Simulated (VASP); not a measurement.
# LiPb in VASP: a series of runs

Runs on LiPb. Level: LDA. Tasks: single point.

Program: VASP 6.6.1. These are calculated values, not measurements. Logs are shortened: lines on timing, memory, paths and dates and some standing lists are left out, and cuts for length are marked.

### Step 1. The cell of the first run

The cell holds a slab with vacuum, 6 atoms: a = 4.981 Å, b = 3.522 Å, c = 17.981 Å, α = 90.00°, β = 90.00°, γ = 90.00°.

### Step 2. Single point, LDA

File INCAR:

```
ALGO = Normal
DIPOL = 0.5 0.5 0.500
EDIFF = 1E-6
ENCUT = 520
GGA = CA
IDIPOL = 3
ISIF = 2
ISMEAR = -1
LASPH = True
LCHARG = False
LDIPOL = True
LREAL = False
LWAVE = False
NBANDS = 34
NELM = 80
PREC = Accurate
SIGMA = 0.05
```

File KPOINTS:

```
k-points
0
Gamma
  4 5 1
```

File POSCAR:

```
LiPb
1.0
    4.9808601667      0.0000000000      0.0000000000
    0.0000000000      3.5220000000      0.0000000000
    0.0000000000      0.0000000000     17.9808601667
Li Pb
3 3
Direct
    0.5000000000      0.5000000000      0.3614954980
    0.0000000000      0.5000000000      0.5000000000
    0.5000000000      0.5000000000      0.6385045020
    0.0000000000      0.0000000000      0.3614954980
    0.5000000000      0.0000000000      0.5000000000
    0.0000000000      0.0000000000      0.6385045020
```

Potentials or basis: VASP PAW LDA potentials, release 64 (Li_sv, Pb_d).

Command:

```bash
> cat potpaw_LDA.64/Li_sv/POTCAR potpaw_LDA.64/Pb_d/POTCAR > POTCAR
> mpirun -np 1 vasp_std > vasp.out
```

OUTCAR:

```text
EDIFF = 1E-6
   ENCUT = 520
   GGA = CA
   ISIF = 2
   ISMEAR = -1
   LASPH = True
   LREAL = False
   NELM = 80
   PREC = Accurate

 ion  position               nearest neighbor table
   1  0.500  0.500  0.361-   5 3.05   5 3.05   4 3.05   4 3.05   4 3.05   4 3.05
   2  0.000  0.500  0.500-   4 3.05   6 3.05   4 3.05   6 3.05   5 3.05   5 3.05   5 3.05   5 3.05

   3  0.500  0.500  0.639-   5 3.05   5 3.05   6 3.05   6 3.05   6 3.05   6 3.05
   4  0.000  0.000  0.361-   2 3.05   2 3.05   1 3.05   1 3.05   1 3.05   1 3.05   5 3.52   5 3.52

   5  0.500  0.000  0.500-   1 3.05   3 3.05   1 3.05   3 3.05   2 3.05   2 3.05   2 3.05   2 3.05
                             6 3.52   4 3.52   6 3.52   4 3.52
   6  0.000  0.000  0.639-   2 3.05   2 3.05   3 3.05   3 3.05   3 3.05   3 3.05   5 3.52   5 3.52

  LATTYP: Found a simple orthorhombic cell.
 ALAT       =     3.5220000000
 B/A-ratio  =     1.4142135624
 C/A-ratio  =     5.1052981734

  Lattice vectors:

 A1 = (   0.0000000000,  -3.5220000000,   0.0000000000)
 A2 = (   4.9808601667,   0.0000000000,   0.0000000000)
 A3 = (   0.0000000000,   0.0000000000,  17.9808601667)

Analysis of symmetry for initial positions (statically):
=====================================================================
 Subroutine PRICEL returns:
 Original cell was already a primitive cell.

 Routine SETGRP: Setting up the symmetry group for a
 simple orthorhombic supercell.

 Subroutine GETGRP returns: Found  8 space group operations
 (whereof  8 operations were pure point group operations)
 out of a pool of  8 trial point group operations.

The static configuration has the point symmetry D_2h.

Analysis of symmetry for dynamics (positions and initial velocities):
=====================================================================
 Subroutine PRICEL returns:
 Original cell was already a primitive cell.

 Routine SETGRP: Setting up the symmetry group for a
 simple orthorhombic supercell.

 Subroutine GETGRP returns: Found  8 space group operations
 (whereof  8 operations were pure point group operations)
 out of a pool of  8 trial point group operations.

The dynamic configuration has the point symmetry D_2h.

 Subroutine INISYM returns: Found  8 space group operations
 (whereof  8 operations are pure point group operations),
 and found     1 'primitive' translations

----------------------------------------------------------------------------------------

                                     Primitive cell

  volume of cell :     315.4308

  direct lattice vectors                    reciprocal lattice vectors
     4.980860167  0.000000000  0.000000000     0.200768535  0.000000000  0.000000000
     0.000000000  3.522000000  0.000000000     0.000000000  0.283929585  0.000000000
     0.000000000  0.000000000 17.980860167     0.000000000  0.000000000  0.055614692

  length of vectors
     4.980860167  3.522000000 17.980860167     0.200768535  0.283929585  0.055614692

  position of ions in fractional coordinates (direct lattice)
     0.500000000  0.500000000  0.361495498
     0.000000000  0.500000000  0.500000000
     0.500000000  0.500000000  0.638504502
     0.000000000  0.000000000  0.361495498
     0.500000000  0.000000000  0.500000000
     0.000000000  0.000000000  0.638504502

  ion indices of the primitive-cell ions
   primitive index   ion index
                 1           1
                 2           2
                 3           3
                 4           4
                 5           5
                 6           6

----------------------------------------------------------------------------------------

 KPOINTS: k-points

Automatic generation of k-mesh.
 Grid dimensions read from file:
 generate k-points for:    4    5    1

 Generating k-lattice:

  Cartesian coordinates                     Fractional coordinates (reciprocal lattice)
     0.050192134  0.000000000  0.000000000     0.250000000  0.000000000  0.000000000
     0.000000000  0.056785917  0.000000000     0.000000000  0.200000000  0.000000000
     0.000000000  0.000000000  0.055614692     0.000000000  0.000000000  1.000000000

  Length of vectors
     0.050192134  0.056785917  0.055614692

  Shift w.r.t. Gamma in fractional coordinates (k-lattice)
     0.000000000  0.000000000  0.000000000

 Subroutine IBZKPT returns following result:
 ===========================================

 Found      9 irreducible k-points:

 Following reciprocal coordinates:
            Coordinates               Weight
  0.000000  0.000000  0.000000      1.000000
  0.250000  0.000000  0.000000      2.000000
  0.500000  0.000000  0.000000      1.000000
  0.000000  0.200000  0.000000      2.000000
  0.250000  0.200000  0.000000      4.000000
  0.500000  0.200000  0.000000      2.000000
  0.000000  0.400000  0.000000      2.000000
  0.250000  0.400000  0.000000      4.000000
  0.500000  0.400000  0.000000      2.000000
   k-points           NKPTS =      9   k-points in BZ     NKDIM =      9   number of bands    NBANDS=     34
   number of dos      NEDOS =    301   number of ions     NIONS =      6
   total plane-waves  NPLWV = 156800
   dimension x,y,z NGX =    40 NGY =   28 NGZ =  140
   dimension x,y,z NGXF=    80 NGYF=   56 NGZF=  280
   ions per type =               3   3
   NGX,Y,Z   is equivalent  to a cutoff of  13.35, 13.22, 12.94 a.u.
   NGXF,Y,Z  is equivalent  to a cutoff of  26.70, 26.43, 25.89 a.u.
 SYSTEM =  unknown system
   PREC   = accura    normal or accurate (medium, high low for compatibility)
   ISTART =      0    job   : 0-new  1-cont  2-samecut
   ICHARG =      2    charge: 1-file 2-atom 10-const
   ISPIN  =      1    spin polarized calculation?
   LNONCOLLINEAR =      F non collinear calculations
   LSORBIT =      F    spin-orbit coupling
   LASPH  =      T    aspherical Exc in radial PAW
   ENCUT  =  520.0 eV  38.22 Ry    6.18 a.u.   9.26  6.55 33.43*2*pi/ulx,y,z
   NELM   =     80;   NELMIN=  2; NELMDL= -5     # of ELM steps
   EDIFF  = 0.1E-05   stopping-criterion for ELM
   LREAL  =      F    real-space projection
   EDIFFG = 0.1E-04   stopping-criterion for IOM
   NSW    =      0    number of steps for IOM
   IBRION =     -1    ionic relax: 0-MD 1-quasi-New 2-CG
   NFREE  =      0    steps in history (QN), initial steepest desc. (CG)
   ISIF   =      2    stress and relaxation
   ISYM   =      2    0-nonsym 1-usesym 2-fastsym
   POTIM  = 0.5000    time-step for ionic-motion
   TEBEG  =    0.0;   TEEND  =   0.0 temperature during run
   PSTRESS=    0.0 pullay stress
   NELECT =      51.0000    total number of electrons
   NUPDOWN=      -1.0000    fix difference up-down
   EMIN   =  10.00;   EMAX   =-10.00  energy-range for DOS
   EFERMI =   0.00;   METHOD = LEGACY
   ISMEAR =    -1;   SIGMA  =   0.05  broadening in eV -4-tet -1-fermi 0-gaus
   EFERMI_NEDOS =   21; number of points for ismear=-14 and -15
   IALGO  =     38    algorithm
   IMIX   =      4    mixing-type and parameters
     AMIX     =   0.40;   BMIX     =  1.00
     AMIX_MAG =   1.60;   BMIX_MAG =  1.00
  volume/ion in A,a.u.               =      52.57       354.77
  Fermi-wavevector in a.u.,A,eV,Ry     =   0.891860  1.685372 10.822275  0.795415
  Thomas-Fermi vector in A             =   2.013735
   LORBIT       =      0    0 simple, 1 ext, 2 COOP (PROOUT), +10 PAW based schemes
   GGA     = CA    functional components
   LHFCALC =     F    Hartree Fock is set to
   AEXX    =    0.0000 exact exchange contribution
   IVDW    =     0    specifies the selected vdW correction
   LEPSILON=     F    determine dielectric tensor
   LRPA    =     F    only Hartree local field effects (RPA)
 non-spin polarized calculation
  energy-cutoff  :      520.00
  volume of cell :      315.43
 maximum number of plane-waves:      8529
 NGX is ok and might be reduce to    40
   NGX = 19   NGY = 13   NGZ = 67

 dipolmoment           0.000000      0.000000      0.000000 electrons x Angstroem

 number of electron      51.0000022 magnetization

 dipolmoment           0.000000      0.000000     -0.000000 electrons x Angstroem

 Free energy of the ion-electron system (eV)
  ---------------------------------------------------
  ext. energy  EPLUGINS =         0.00000000
  ---------------------------------------------------
  free energy    TOTEN  =       -19.55245004 eV

  energy without entropy =      -19.53120254  energy(sigma->0) =      -19.54182629

 E-fermi :  -0.1662     XC(G=0):  -4.9736

 val. band max:       -0.2531544390   @ k =   0.0000   0.2000   0.0000
 cond. band min:      -0.1406664110   @ k =   0.5000   0.2000   0.0000
 fundamental gap:      0.1124880280
 Fermi energy:        -0.1662073034

 k-point     1 :       0.0000    0.0000    0.0000
  band No.  band energies     occupation
      1     -45.9659      2.00000
      2     -45.9659      2.00000
      3     -45.7071      2.00000
      4     -16.9503      2.00000
      5     -16.8660      2.00000
      6     -16.8338      2.00000
[... 26 lines left out ...]
     33       4.2166      0.00000
     34       4.4802      0.00000

 k-point     2 :       0.2500    0.0000    0.0000
  band No.  band energies     occupation
      1     -45.9659      2.00000
      2     -45.9658      2.00000
      3     -45.7071      2.00000
      4     -16.9487      2.00000
      5     -16.8722      2.00000
      6     -16.8316      2.00000
[... 26 lines left out ...]
     33       4.6113      0.00000
     34       4.7315      0.00000
[... 220 lines left out ...]
     33       4.1102      0.00000
     34       4.9465      0.00000

 k-point     9 :       0.5000    0.4000    0.0000
  band No.  band energies     occupation
      1     -45.9647      2.00000
      2     -45.9647      2.00000
      3     -45.7058      2.00000
      4     -16.8672      2.00000
      5     -16.8630      2.00000
      6     -16.7979      2.00000
[... 26 lines left out ...]
     33       3.9536      0.00000
     34       5.1396      0.00000

------------------------ aborting loop because EDIFF is reached ----------------------------------------

 vacuum level on the upper side and lower side of the slab       (xc-potential included)        -0.194        -0.194

  FORCE on cell =-STRESS in cart. coord.  units (eV):
  Direction    XX          YY          ZZ          XY          YZ          ZX
  --------------------------------------------------------------------------------------
  -------------------------------------------------------------------------------------
  Total       -2.5721210     -6.9183336     -0.0978685      0.0000000      0.0000000      0.0000000
  in kB      -13.0646509    -35.1404985     -0.4971066      0.0000000      0.0000000      0.0000000
  external PRESSURE =     -16.2340853 kB  Pullay stress =       0.0000000 kB

 VOLUME and BASIS-vectors are now :
 -----------------------------------------------------------------------------
  energy-cutoff  :      520.00
  volume of cell :      315.43
      direct lattice vectors                 reciprocal lattice vectors
     4.980860167  0.000000000  0.000000000     0.200768535  0.000000000  0.000000000
     0.000000000  3.522000000  0.000000000     0.000000000  0.283929585  0.000000000
     0.000000000  0.000000000 17.980860167     0.000000000  0.000000000  0.055614692

 POSITION                                       TOTAL-FORCE (eV/Angst)
 -----------------------------------------------------------------------------------
      2.49043      1.76100      6.50000        -0.000000      0.000000      0.022644
      0.00000      1.76100      8.99043         0.000000      0.000000      0.000000
      2.49043      1.76100     11.48086         0.000000      0.000000     -0.022644
      0.00000      0.00000      6.50000         0.000000      0.000000     -0.019298
      2.49043      0.00000      8.99043         0.000000      0.000000      0.000000
      0.00000      0.00000     11.48086         0.000000      0.000000      0.019298
 -----------------------------------------------------------------------------------
    total drift:                               -0.000000      0.000000     -0.000000

  FREE ENERGIE OF THE ION-ELECTRON SYSTEM (eV)
  ---------------------------------------------------
  free  energy   TOTEN  =       -19.5524500399 eV

  energy  without entropy=      -19.5312025427  energy(sigma->0) =      -19.54182629

 vacuum level on the upper side and lower side of the slab         3.858         3.858
```

It took 1.9 min on 1 thread of Intel Xeon Platinum 8488C (Sapphire Rapids), shared host; peak memory 0.33 GiB.

What came out:

```
Free energy            : -19.5525 eV
Largest force          : 0.023 eV/Å
Band gap on the k mesh : zero (an odd number of electrons rules out a gap without spin polarisation)
```

Forces on the atoms (eV/Å):
```
Li   0.000  0.000  0.023
Li   0.000  0.000  0.000
Li   0.000  0.000 -0.023
Pb   0.000  0.000 -0.019
Pb   0.000  0.000  0.000
Pb   0.000  0.000  0.019
```

Levels at points of the mesh, in eV from the Fermi level:
```tsv
k point	band 21	band 22	band 23	band 24	band 25	band 26	band 27	band 28	band 29	band 30
(0.00, 0.00, 0.00)	-7.75	-2.15	-1.94	-0.72	-0.66	0.64	1.24	2.85	3.00	3.47
(0.50, 0.00, 0.00)	-8.74	-3.25	-2.74	-1.38	-0.46	0.92	2.43	3.71	4.27	4.50
```

Caveat: the cutoff is under 1.25 times the usual one of these potentials, so pressure, stress and relaxed cells hold a basis-set (Pulay) error; spin-orbit coupling is left out, which moves the levels of the heavy elements.

### Step 3. Single point, LDA

This run uses another cell than the first one.

File INCAR:

```
PREC = Accurate ; ENCUT = 520
EDIFF = 1E-6 ; ISMEAR = -1
SIGMA = 0.05 ; LREAL = False
LASPH = True ; NELM = 100
ALGO = Normal ; ISIF = 2
LWAVE = False ; LCHARG = False
LDIPOL = True ; IDIPOL = 3
DIPOL = 0.5 0.5 0.500 ; GGA = CA
NBANDS = 34
```

File KPOINTS:

```
regular mesh
0
Gamma
  4 5 1
```

File POSCAR:

```
LiPb
1.0
    4.9808601667      0.0000000000      0.0000000000
    0.0000000000      3.5220000000      0.0000000000
    0.0000000000      0.0000000000     20.9808601667
Li Pb
3 3
Direct
    0.5000000000      0.5000000000      0.3812999056
    0.0000000000      0.5000000000      0.5000000000
    0.5000000000      0.5000000000      0.6187000944
    0.0000000000      0.0000000000      0.3812999056
    0.5000000000      0.0000000000      0.5000000000
    0.0000000000      0.0000000000      0.6187000944
```

Potentials or basis: VASP PAW LDA potentials, release 64 (Li_sv, Pb_d).

Command:

```bash
> cat potpaw_LDA.64/Li_sv/POTCAR potpaw_LDA.64/Pb_d/POTCAR > POTCAR
> mpirun -np 1 vasp_std > vasp.out
```

Wall time 2.3 min (1 thread of Intel Xeon Platinum 8488C (Sapphire Rapids), shared host); peak memory 0.37 GiB.

Results (log left out):

| Quantity | Value |
| --- | --- |
| Free energy | -19.5528 eV |
| Largest force | 0.022 eV/Å |
| Band gap on the k mesh | zero (an odd number of electrons rules out a gap without spin polarisation) |

Forces on the atoms (eV/Å):
```
Li   0.000  0.000  0.022
Li   0.000  0.000  0.000
Li   0.000  0.000 -0.022
Pb   0.000  0.000 -0.020
Pb   0.000  0.000  0.000
Pb   0.000  0.000  0.020
```

Levels at points of the mesh, in eV from the Fermi level:
| k point | band 23 | band 24 | band 25 | band 26 | band 27 | band 28 |
| --- | --- | --- | --- | --- | --- | --- |
| (0.00, 0.00, 0.00) | -1.94 | -0.72 | -0.66 | 0.64 | 1.24 | 2.85 |
| (0.50, 0.00, 0.00) | -2.74 | -1.38 | -0.46 | 0.92 | 2.43 | 3.72 |

Caveat: the cutoff is under 1.25 times the usual one of these potentials, so pressure, stress and relaxed cells hold a basis-set (Pulay) error; spin-orbit coupling is left out, which moves the levels of the heavy elements.
